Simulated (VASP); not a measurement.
# Al (P6_3/mmc) in VASP: a series of runs

Al is run at these levels: PBEsol; tasks: single point.

Everything below comes from runs of VASP 6.6.1. Logs are shortened: lines on timing, memory, paths and dates and some standing lists are left out, and cuts for length are marked.

### 1 The cell of the first run

The structure is hexagonal, space group P6_3/mmc (No. 194). The conventional cell has a = 2.787 Å, b = 2.787 Å, c = 9.147 Å, α = 90.00°, β = 90.00°, γ = 120.00°. Al (site symmetry -3m) has 12 Al at 2.79 to 2.80 Å within 3.7 Å. Al (site symmetry -6m2) has 12 Al at 2.79 to 2.80 Å within 3.7 Å.

This isn't the form of Al at room conditions, which is fcc.

### 2 Single point, PBEsol

The input, INCAR:

```
SYSTEM = Al
PREC = Accurate
ENCUT = 520
EDIFF = 1E-7
ISMEAR = 0
SIGMA = 0.1
LREAL = .FALSE.
LASPH = .TRUE.
NELM = 100
ALGO = Fast
ISIF = 2
LWAVE = .FALSE.
LCHARG = .FALSE.
GGA = PS
NBANDS = 14
```

The input, KPOINTS:

```
Automatic mesh
0
G
  18 18 6
  0 0 0
```

The input, POSCAR:

```
Al
1.0
    2.7871601362      0.0000000000      0.0000000000
   -1.3935800681      2.4137514823      0.0000000000
    0.0000000000      0.0000000000      9.1471212427
Al
4
Direct
    0.0000000000      0.0000000000      0.0000000000
    0.3333333333      0.6666666667      0.2500000000
    0.0000000000      0.0000000000      0.5000000000
    0.6666666667      0.3333333333      0.7500000000
```

Potentials or basis: VASP PAW PBE potentials, release 64 (Al).

Started as:

```bash
cat potpaw_PBE.64/Al/POTCAR > POTCAR
mpirun -np 1 vasp_std > vasp.out
```

OUTCAR:

```text
SYSTEM = Al
   PREC = Accurate
   ENCUT = 520
   EDIFF = 1E-7
   ISMEAR = 0
   LREAL = .FALSE.
   LASPH = .TRUE.
   NELM = 100
   ISIF = 2
   GGA = PS

 ion  position               nearest neighbor table
   1  0.000  0.000  0.000-   2 2.80   4 2.80   2 2.80   4 2.80   4 2.80   2 2.80
   2  0.333  0.667  0.250-   1 2.80   3 2.80   1 2.80   3 2.80   1 2.80   3 2.80
   3  0.000  0.000  0.500-   2 2.80   4 2.80   2 2.80   4 2.80   4 2.80   2 2.80
   4  0.667  0.333  0.750-   1 2.80   3 2.80   1 2.80   3 2.80   1 2.80   3 2.80

  LATTYP: Found a hexagonal cell.
 ALAT       =     2.7871601362
 C/A-ratio  =     3.2818786133

  Lattice vectors:

 A1 = (   2.7871601362,   0.0000000000,   0.0000000000)
 A2 = (  -1.3935800681,   2.4137514823,   0.0000000000)
 A3 = (   0.0000000000,   0.0000000000,   9.1471212427)

Analysis of symmetry for initial positions (statically):
=====================================================================
 Subroutine PRICEL returns:
 Original cell was already a primitive cell.

 Routine SETGRP: Setting up the symmetry group for a
 hexagonal supercell.

 Subroutine GETGRP returns: Found 24 space group operations
 (whereof 12 operations were pure point group operations)
 out of a pool of 24 trial point group operations.

The static configuration has the point symmetry D_3d.
 The point group associated with its full space group is D_6h.

Analysis of symmetry for dynamics (positions and initial velocities):
=====================================================================
 Subroutine PRICEL returns:
 Original cell was already a primitive cell.

 Routine SETGRP: Setting up the symmetry group for a
 hexagonal supercell.

 Subroutine GETGRP returns: Found 24 space group operations
 (whereof 12 operations were pure point group operations)
 out of a pool of 24 trial point group operations.

The dynamic configuration has the point symmetry D_3d.
 The point group associated with its full space group is D_6h.

 Subroutine INISYM returns: Found 24 space group operations
 (whereof 12 operations are pure point group operations),
 and found     1 'primitive' translations

----------------------------------------------------------------------------------------

                                     Primitive cell

  volume of cell :      61.5374

  direct lattice vectors                    reciprocal lattice vectors
     2.787160136  0.000000000  0.000000000     0.358788140  0.207146429  0.000000000
    -1.393580068  2.413751482  0.000000000     0.000000000  0.414292858  0.000000000
     0.000000000  0.000000000  9.147121243     0.000000000  0.000000000  0.109324013

  length of vectors
     2.787160136  2.787160136  9.147121243     0.414292858  0.414292858  0.109324013

  position of ions in fractional coordinates (direct lattice)
     0.000000000  0.000000000  0.000000000
     0.333333333  0.666666667  0.250000000
     0.000000000  0.000000000  0.500000000
     0.666666667  0.333333333  0.750000000

  ion indices of the primitive-cell ions
   primitive index   ion index
                 1           1
                 2           2
                 3           3
                 4           4

----------------------------------------------------------------------------------------

 KPOINTS: Automatic mesh

Automatic generation of k-mesh.
 Grid dimensions read from file:
 generate k-points for:   18   18    6

 Generating k-lattice:

  Cartesian coordinates                     Fractional coordinates (reciprocal lattice)
     0.019932674  0.011508135  0.000000000     0.055555556  0.000000000  0.000000000
     0.000000000  0.023016270  0.000000000     0.000000000  0.055555556  0.000000000
     0.000000000  0.000000000  0.018220669     0.000000000  0.000000000  0.166666667

  Length of vectors
     0.023016270  0.023016270  0.018220669

  Shift w.r.t. Gamma in fractional coordinates (k-lattice)
     0.000000000  0.000000000  0.000000000

 Subroutine IBZKPT returns following result:
 ===========================================

 Found    148 irreducible k-points:

 Following reciprocal coordinates:
            Coordinates               Weight
  0.000000  0.000000  0.000000      1.000000
  0.055556  0.000000  0.000000      6.000000
  0.111111  0.000000  0.000000      6.000000
  0.166667  0.000000  0.000000      6.000000
  0.222222  0.000000  0.000000      6.000000
  0.277778 -0.000000  0.000000      6.000000
[... 16 lines left out ...]
  0.333333  0.111111  0.000000     12.000000
  0.388889  0.111111  0.000000     12.000000
 [... further k-points ...]
   k-points           NKPTS =    148   k-points in BZ     NKDIM =    148   number of bands    NBANDS=     14
   number of dos      NEDOS =    301   number of ions     NIONS =      4
   total plane-waves  NPLWV =  40320
   dimension x,y,z NGX =    24 NGY =   24 NGZ =   70
   dimension x,y,z NGXF=    48 NGYF=   48 NGZF=  140
   ions per type =               4
   NGX,Y,Z   is equivalent  to a cutoff of  14.32, 14.32, 12.72 a.u.
   NGXF,Y,Z  is equivalent  to a cutoff of  28.63, 28.63, 25.44 a.u.
 SYSTEM =  Al
   PREC   = accura    normal or accurate (medium, high low for compatibility)
   ISTART =      0    job   : 0-new  1-cont  2-samecut
   ICHARG =      2    charge: 1-file 2-atom 10-const
   ISPIN  =      1    spin polarized calculation?
   LNONCOLLINEAR =      F non collinear calculations
   LSORBIT =      F    spin-orbit coupling
   LASPH  =      T    aspherical Exc in radial PAW
   ENCUT  =  520.0 eV  38.22 Ry    6.18 a.u.   5.18  5.18 17.01*2*pi/ulx,y,z
   NELM   =    100;   NELMIN=  2; NELMDL= -5     # of ELM steps
   EDIFF  = 0.1E-06   stopping-criterion for ELM
   LREAL  =      F    real-space projection
   EDIFFG = 0.1E-05   stopping-criterion for IOM
   NSW    =      0    number of steps for IOM
   IBRION =     -1    ionic relax: 0-MD 1-quasi-New 2-CG
   NFREE  =      0    steps in history (QN), initial steepest desc. (CG)
   ISIF   =      2    stress and relaxation
   ISYM   =      2    0-nonsym 1-usesym 2-fastsym
   POTIM  = 0.5000    time-step for ionic-motion
   TEBEG  =    0.0;   TEEND  =   0.0 temperature during run
   PSTRESS=    0.0 pullay stress
   NELECT =      12.0000    total number of electrons
   NUPDOWN=      -1.0000    fix difference up-down
   EMIN   =  10.00;   EMAX   =-10.00  energy-range for DOS
   EFERMI =   0.00;   METHOD = LEGACY
   ISMEAR =     0;   SIGMA  =   0.10  broadening in eV -4-tet -1-fermi 0-gaus
   EFERMI_NEDOS =   21; number of points for ismear=-14 and -15
   IALGO  =     68    algorithm
   IMIX   =      4    mixing-type and parameters
     AMIX     =   0.40;   BMIX     =  1.00
     AMIX_MAG =   1.60;   BMIX_MAG =  1.00
  volume/ion in A,a.u.               =      15.38       103.82
  Fermi-wavevector in a.u.,A,eV,Ry     =   0.949341  1.793995 12.262230  0.901248
  Thomas-Fermi vector in A             =   2.077615
   LORBIT       =      0    0 simple, 1 ext, 2 COOP (PROOUT), +10 PAW based schemes
   GGA     = PS    functional components
   LHFCALC =     F    Hartree Fock is set to
   AEXX    =    0.0000 exact exchange contribution
   IVDW    =     0    specifies the selected vdW correction
   LEPSILON=     F    determine dielectric tensor
   LRPA    =     F    only Hartree local field effects (RPA)
 non-spin polarized calculation
 RMM-DIIS sequential band-by-band and
 Gauss-broadening in eV      SIGMA  =   0.10
  energy-cutoff  :      520.00
  volume of cell :       61.54
 maximum number of plane-waves:      1674
 NGX is ok and might be reduce to    24
   NGX = 11   NGY = 11   NGZ = 35

 number of electron      12.0000000 magnetization

 Free energy of the ion-electron system (eV)
  ---------------------------------------------------
  ext. energy  EPLUGINS =         0.00000000
  ---------------------------------------------------
  free energy    TOTEN  =       -16.26950281 eV

  energy without entropy =      -16.26167286  energy(sigma->0) =      -16.26558783

 E-fermi :   8.6827     XC(G=0): -10.5154

 val. band max:        8.6774726355   @ k =   0.3889   0.1667   0.1667
 cond. band min:       8.6884635676   @ k =   0.3889   0.1111   0.0000
 fundamental gap:      0.0109909320
 Fermi energy:         8.6826715634

 k-point     1 :       0.0000    0.0000    0.0000
  band No.  band energies     occupation
      1      -2.9252      2.00000
      2      -1.1720      2.00000
      3      -1.1651      2.00000
      4       3.7953      2.00000
      5       4.1617      2.00000
      6      12.1774      0.00000
      7      12.1892      0.00000
      8      19.9752      0.00000
      9      19.9752      0.00000
     10      20.0720      0.00000
     11      20.0720      0.00000
     12      21.0008      0.00000
     13      21.0173      0.00000
     14      21.1237      0.00000

 k-point     2 :       0.0556    0.0000    0.0000
  band No.  band energies     occupation
      1      -2.8468      2.00000
      2      -1.0947      2.00000
      3      -1.0878      2.00000
      4       3.8675      2.00000
      5       4.2378      2.00000
      6      12.2387      0.00000
      7      12.2533      0.00000
      8      18.2554      0.00000
      9      18.8984      0.00000
     10      19.6016      0.00000
     11      19.6859      0.00000
     12      20.2088      0.00000
     13      20.3078      0.00000
     14      20.3291      0.00000

 k-point     3 :       0.1111    0.0000    0.0000
  band No.  band energies     occupation
      1      -2.6121      2.00000
      2      -0.8630      2.00000
      3      -0.8562      2.00000
      4       4.0841      2.00000
      5       4.4650      2.00000
      6      12.4117      0.00000
      7      12.4402      0.00000
      8      16.1415      0.00000
      9      17.5219      0.00000
     10      17.6178      0.00000
     11      17.9069      0.00000
     12      19.3734      0.00000
     13      19.3741      0.00000
     14      19.3894      0.00000

 k-point     4 :       0.1667    0.0000    0.0000
  band No.  band energies     occupation
      1      -2.2218      2.00000
      2      -0.4778      2.00000
      3      -0.4712      2.00000
      4       4.4450      2.00000
      5       4.8398      2.00000
      6      12.5907      0.00000
      7      12.7165      0.00000
      8      14.1598      0.00000
      9      15.4303      0.00000
     10      15.5800      0.00000
     11      17.0486      0.00000
     12      18.3601      0.00000
     13      18.5273      0.00000
     14      18.5339      0.00000

 k-point     5 :       0.2222    0.0000    0.0000
  band No.  band energies     occupation
      1      -1.6773      2.00000
      2       0.0594      2.00000
      3       0.0656      2.00000
      4       4.9500      2.00000
      5       5.3546      2.00000
      6      11.6653      0.00000
      7      12.7394      0.00000
      8      13.3176      0.00000
      9      13.5997      0.00000
     10      14.0034      0.00000
     11      16.3238      0.00000
[... 276 lines left out ...]
 k-point    22 :       0.2778    0.1111    0.0000
  band No.  band energies     occupation
      1       0.0954      2.00000
      2       1.8073      2.00000
      3       1.8116      2.00000
      4       6.5991      2.00000
      5       6.8203      2.00000
      6       8.4364      1.99950
      7       9.8215      0.00000
      8       9.9185      0.00000
      9      12.0541      0.00000
     10      13.4682      0.00000
     11      13.8202      0.00000
     12      14.4690      0.00000
     13      14.7335      0.00000
     14      15.6519      0.00000

 k-point    23 :       0.3333    0.1111    0.0000
  band No.  band energies     occupation
      1       1.0863      2.00000
      2       2.7814      2.00000
      3       2.7831      2.00000
      4       6.3078      2.00000
      5       7.4463      2.00000
      6       7.8283      2.00000
      7       8.2770      2.00000
      8       8.6391      1.46228
      9      11.6196      0.00000
     10      12.7136      0.00000
     11      13.2513      0.00000
     12      13.4204      0.00000
     13      14.0113      0.00000
     14      16.1688      0.00000

 k-point    24 :       0.3889    0.1111    0.0000
  band No.  band energies     occupation
      1       2.2190      2.00000
      2       3.8759      2.00000
      3       3.8826      2.00000
      4       4.8808      2.00000
      5       6.6078      2.00000
      6       6.6208      2.00000
      7       8.6885      0.93472
      8       9.2410      0.00000
      9      11.0919      0.00000
     10      11.2831      0.00000
     11      12.5202      0.00000
     12      13.1890      0.00000
     13      13.5373      0.00000
     14      16.9913      0.00000

 [... further k-points ...]

------------------------ aborting loop because EDIFF is reached ----------------------------------------

  FORCE on cell =-STRESS in cart. coord.  units (eV):
  Direction    XX          YY          ZZ          XY          YZ          ZX
  --------------------------------------------------------------------------------------
  -------------------------------------------------------------------------------------
  Total        1.9464752      1.9464752      1.9333244      0.0000000      0.0000000     -0.0000000
  in kB       50.6781257     50.6781257     50.3357330      0.0000000      0.0000000     -0.0000000
  external PRESSURE =      50.5639948 kB  Pullay stress =       0.0000000 kB

 VOLUME and BASIS-vectors are now :
 -----------------------------------------------------------------------------
  energy-cutoff  :      520.00
  volume of cell :       61.54
      direct lattice vectors                 reciprocal lattice vectors
     2.787160136  0.000000000  0.000000000     0.358788140  0.207146429  0.000000000
    -1.393580068  2.413751482  0.000000000     0.000000000  0.414292858  0.000000000
     0.000000000  0.000000000  9.147121243     0.000000000  0.000000000  0.109324013

 POSITION                                       TOTAL-FORCE (eV/Angst)
 -----------------------------------------------------------------------------------
      0.00000      0.00000      0.00000        -0.000000      0.000000     -0.000000
     -0.00000      1.60917      2.28678         0.000000     -0.000000      0.000000
      0.00000      0.00000      4.57356        -0.000000      0.000000     -0.000000
      1.39358      0.80458      6.86034         0.000000      0.000000      0.000000
 -----------------------------------------------------------------------------------
    total drift:                               -0.000000      0.000000      0.000000

  FREE ENERGIE OF THE ION-ELECTRON SYSTEM (eV)
  ---------------------------------------------------
  free  energy   TOTEN  =       -16.2695028069 eV

  energy  without entropy=      -16.2616728561  energy(sigma->0) =      -16.26558783
```

Wall time 56 s (1 thread of Intel Xeon 6975P-C (Granite Rapids), shared host); peak memory 0.25 GiB.

What came out:

```
Free energy            : -16.2695 eV
Pressure               : 5.1 GPa
Band gap on the k mesh : zero (bands 6 and 7 overlap by 5.58 eV)
```

Caveat: the cell stands under pressure; the PAW data sets were made with another functional, which shifts forces and pressure a little.

### 3 Single point, PBEsol

This run uses another cell than the first one, of 15.87 Å³/atom.

The input, INCAR:

```
PREC     = Accurate       # precision mode
ENCUT    = 520            # plane-wave cutoff, eV
EDIFF    = 1E-7           # SCF threshold, eV
ISMEAR   = 0              # smearing method
SIGMA    = 0.1            # smearing width, eV
LREAL    = False          # projectors in reciprocal space
LASPH    = True           # aspherical terms in the spheres
NELM     = 60             # most SCF steps
ALGO     = Normal         # electronic algorithm
ISIF     = 2              # what is computed and relaxed
LWAVE    = False          # write WAVECAR
LCHARG   = False          # write CHGCAR
GGA      = PS             # functional
NBANDS   = 14             # bands
```

The input, KPOINTS:

```
Automatic mesh
0
Gamma
  18 18 6
```

The input, POSCAR:

```
Al
1.0
    2.8153039362      0.0000000000      0.0000000000
   -1.4076519681      2.4381247281      0.0000000000
    0.0000000000      0.0000000000      9.2462780699
Al
4
Direct
    0.0000000000      0.0000000000      0.0000000000
    0.3333333333      0.6666666667      0.2500000000
    0.0000000000      0.0000000000      0.5000000000
    0.6666666667      0.3333333333      0.7500000000
```

Potentials or basis: VASP PAW PBE potentials, release 64 (Al).

Started as:

```bash
cat potpaw_PBE.64/Al/POTCAR > POTCAR
mpirun -np 1 vasp_std > vasp.out
```

Run time: 47 s. Hardware: 1 thread of Intel Xeon 6975P-C (Granite Rapids), shared host; peak memory 0.24 GiB.

The run converged. Its results:

```
Free energy            : -16.3120 eV
Pressure               : 2.1 GPa
Band gap on the k mesh : zero (bands 6 and 7 overlap by 5.50 eV)
```

Levels at points of the mesh, in eV from the Fermi level:
```
           k point  band 2  band 3  band 4  band 5  band 6  band 7  band 8  band 9  band 10  band 11
(0.00, 0.00, 0.00)   -9.67   -9.67   -4.77   -4.49    3.42    3.43   11.06   11.06    11.19    11.19
(0.50, 0.00, 0.00)   -5.28   -4.00   -3.96   -3.35   -3.28    0.82    1.25    1.35     1.69     5.85
(0.00, 0.00, 0.50)  -10.96   -7.55   -7.55   -0.95   -0.95    8.36    8.36   11.39    11.39    11.39
(0.50, 0.00, 0.50)   -4.95   -4.88   -4.88   -1.88   -1.88   -1.21   -1.21    4.65     4.65     4.75
```

Caveat: the PAW data sets were made with another functional, which shifts forces and pressure a little.
